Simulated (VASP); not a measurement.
Runs of VASP 6.6.1 on SrCl2. The structure is that of space group Fm-3m (No. 225), or close to it. The cells are those of the table. 

| cell | gap on the mesh (eV) | pressure (GPa) |
| --- | --- | --- |
| a = 4.868, b = 4.868, c = 4.789 Å, angles 60.5, 60.5, 58.9°, 3 atoms | (b) | 3.6 |
| a = 5.068, b = 5.068, c = 5.108 Å, angles 59.7, 59.7, 60.5°, 3 atoms | 4.94 | -1.7 |
| a = 5.150, b = 5.150, c = 5.025 Å, angles 60.8, 60.8, 58.4°, 3 atoms | (a) | -2.1 |
| a = 4.937, b = 4.937, c = 4.897 Å, angles 60.3, 60.3, 59.5°, 3 atoms | 5.32 | 1.3 |
| a = 5.125, b = 5.125, c = 5.000 Å, angles 60.8, 60.8, 58.4°, 3 atoms | 4.85 | -1.7 |
| a = 5.135, b = 5.135, c = 5.052 Å, angles 60.5, 60.5, 58.9°, 3 atoms | 4.86 | -2.1 |
| a = 4.828, b = 4.828, c = 4.866 Å, angles 59.7, 59.7, 60.5°, 3 atoms | 5.40 | 3.6 |
| a = 4.910, b = 4.910, c = 4.950 Å, angles 59.7, 59.7, 60.5°, 3 atoms | 5.29 | 1.3 |

Alike in all rows: task single point; level PBE; potentials or basis VASP PAW PBE potentials, release 64 (Sr_sv, Cl); no spin polarisation; k mesh 6 × 6 × 6; cutoff (eV) 520; smearing gaussian 0.05 eV.

Problem. Estimate the missing entries.

Solution. (a) 4.80; (b) 5.39.

A k mesh can miss the band edges, and the runs leave out spin-orbit coupling on Sr.
